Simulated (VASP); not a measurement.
Input of a VASP 6.6.1 run:

INCAR

```
SYSTEM = Na2IF
PREC = Accurate
ENCUT = 520
EDIFF = 1E-7
ISMEAR = -1
SIGMA = 0.02
LREAL = .FALSE.
LASPH = .TRUE.
NELM = 100
ALGO = Normal
ISIF = 2
LWAVE = .FALSE.
LCHARG = .FALSE.
GGA = PE
NBANDS = 22
```

File KPOINTS:

```
regular mesh
0
G
  8 8 8
  0 0 0
```

File POSCAR:

```
Na2IF
1.0
    2.0140586257      1.1628172897      6.5998092676
   -2.0140586257      1.1628172897      6.5998092676
    0.0000000000     -2.3256345795      6.5998092676
F I Na
1 1 2
Direct
    1.0000000000      0.0000000000      0.0000000000
    0.5000000000      0.5000000000      0.5000000000
    0.2713350406      0.2713350406      0.2713350406
    0.7286649594      0.7286649594      0.7286649594
```

Potentials or basis: VASP PAW PBE potentials, release 64 (F, I, Na_pv).

Run with:

```console
$ cat potpaw_PBE.64/F/POTCAR potpaw_PBE.64/I/POTCAR potpaw_PBE.64/Na_pv/POTCAR > POTCAR
$ mpirun -np 1 vasp_std > vasp.out
```

Q: Estimate the pressure.

A: 0.0 GPa.

Q: Predict the band gap on the k mesh.

A: 1.89 eV, direct.

Q: What does it give for the largest force?

A: 0.004 eV/Å.

Forces on the atoms (eV/Å):
```
F    0.000  0.000  0.000
I    0.000  0.000  0.000
Na   0.000  0.000  0.004
Na   0.000  0.000 -0.004
```

Caveat: spin-orbit coupling is left out, which moves the levels of the heavy elements. A k mesh can miss the band edges.
